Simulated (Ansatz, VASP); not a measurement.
## Two plane-wave programs on Ni

Contents of INCAR:

```
  PREC = Accurate
  ENCUT = 520
  EDIFF = 1E-6
  ISMEAR = -1
  SIGMA = 0.05
  LREAL = F
  LASPH = T
  NELM = 150
  ALGO = Normal
  ISIF = 2
  LWAVE = F
  LCHARG = F
  ISPIN = 2
  MAGMOM = 2 -2
  LORBIT = 11
  LMAXMIX = 4
  GGA = PE
  NBANDS = 21
```

The input KPOINTS:

```
Automatic mesh
0
Gamma
  13 13 13
```

The input POSCAR:

```
Ni
1.0
    3.4500000000      1.7250000000      1.7250000000
    1.7250000000      3.4500000000      1.7250000000
    1.7250000000      1.7250000000      3.4500000000
Ni
2
Direct
    0.0000000000      0.0000000000      0.0000000000
    0.5000000000      0.5000000000      0.5000000000
```

Input for Ansatz:

```yaml
crystal:
  lattice:
    - [3.45, 1.725, 1.725]
    - [1.725, 3.45, 1.725]
    - [1.725, 1.725, 3.45]
  atoms:
    - { symbol: Ni, position: [0.0, 0.0, 0.0], spin: 2.0 }
    - { symbol: Ni, position: [0.5, 0.5, 0.5], spin: -2.0 }
magnetization:
  spin_polarized: true
hamiltonian:
  xc: pbe
  pseudopotentials: { kind: paw }
basis:
  ecutwfc: 420
kpoints:
  mp_grid: { grid: [13, 13, 13] }
scf:
  occupations: { method: fermi_dirac, width: 0.05 }
output:
  forces: true
  stress: true
  write_density: true
  write_potential: true
  elf: true
  volumetric_format: npy
```

Alike in both runs: task single point; functional PBE; k mesh 13 × 13 × 13; occupations fermi-dirac, width 0.05 eV; collinear spin.

```csv
,VASP,Ansatz
version,VASP 6.6.1,Ansatz 0.2.0
potentials or method,"VASP PAW PBE potentials, release 64 (Ni), cutoff 520 eV","PAW, plane waves, scalar-relativistic"
valence electrons in the cell,20,36
```

```tsv
	VASP	Ansatz	Ansatz less VASP
pressure (GPa)	12.4	13.6	+1.21
traceless stress, the component that is largest in VASP (GPa)	0.17	0.02	-0.151
net moment per atom (μB)	0.00	0.62	+0.622
size of the moment on the site where the two differ most (μB)	0.20	0.66	+0.460
```

The net moments are unlike, so the other rows may belong to different states. Site moments also hang on the region over which each program counts them. VASP's potentials hold 20 valence electrons a cell and Ansatz's 36, so a difference there can come from the potentials and not from the codes. Ansatz's warnings: look outside group, seeded moment not kept.
